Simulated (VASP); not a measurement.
**Ge: relaxation of cell and atoms with PBE**

Ge:

```
CELL_PARAMETERS angstrom
1.63500 1.63500 1.63500
-1.63500 1.63500 1.63500
-1.63500 -1.63500 1.63500
ATOMIC_POSITIONS crystal
Ge 0.00000 0.00000 0.00000
```

* Program: VASP 6.6.1
* Task: relaxation of cell and atoms
* Functional: PBE
* Potentials or basis: VASP PAW PBE potentials, release 64 (Ge_d)
* Cutoff: 600 eV
* k mesh: 17 × 17 × 17
* Occupations: methfessel-paxton, width 0.05 eV
* Spin: no spin polarisation
* Target pressure: 5 GPa
* Dipole correction: no
* Further INCAR settings: ALGO = Normal; EDIFF = 1e-07; IBRION = 2; EDIFFG = -0.02; NSW = 80; ISIF = 3

| Item | Value |
| --- | --- |
| Relaxed volume | 17.93 Å³/atom |
| Relaxed cell | a = 2.856 Å, b = 2.856 Å, c = 2.856 Å, α = 70.53°, β = 109.47°, γ = 70.53° |
| Space group after relaxing (to 0.05 Å) | Im-3m (No. 229) |
| Energy change on relaxing (the enthalpy is what falls) | -17.1 meV/atom |
| Ionic steps | 3 |
| Pressure after relaxing | 4.9 GPa |
| Band gap on the k mesh | zero (band 7 reaches 17.05 eV, above the bottom of band 8 at 4.16 eV) |

Step by step:
```csv
step,energy change (eV),largest force (eV/Å),pressure (GPa),volume (Å³)
1,0.0000,0.0000,7.42,17.48
2,-0.0235,0.0000,4.02,18.16
3,-0.0171,0.0000,4.95,17.93
```

Final structure:
```xyz
1
Lattice="1.6487 1.6487 1.6487 -1.6487 1.6487 1.6487 -1.6487 -1.6487 1.6487" Properties=species:S:1:pos:R:3 pbc="T T T"
Ge    0.0000    0.0000    0.0000
```

Levels at points of the mesh, in eV from the Fermi level:
```csv
k point,band 4,band 5,band 6,band 7,band 8,band 9,band 10,band 11
"(0.00, 0.00, 0.00)",-24.78,-24.78,-13.69,9.62,9.62,9.62,15.26,15.26
```

It took 50 s on 1 thread of Intel(R) Xeon(R) Platinum 8259CL CPU @ 2.50GHz (Skylake/Cascade Lake), with other jobs on the host, peak memory 0.17 GiB.

Caveat: the cell is relaxed towards a set pressure, so the enthalpy falls and the energy may rise.
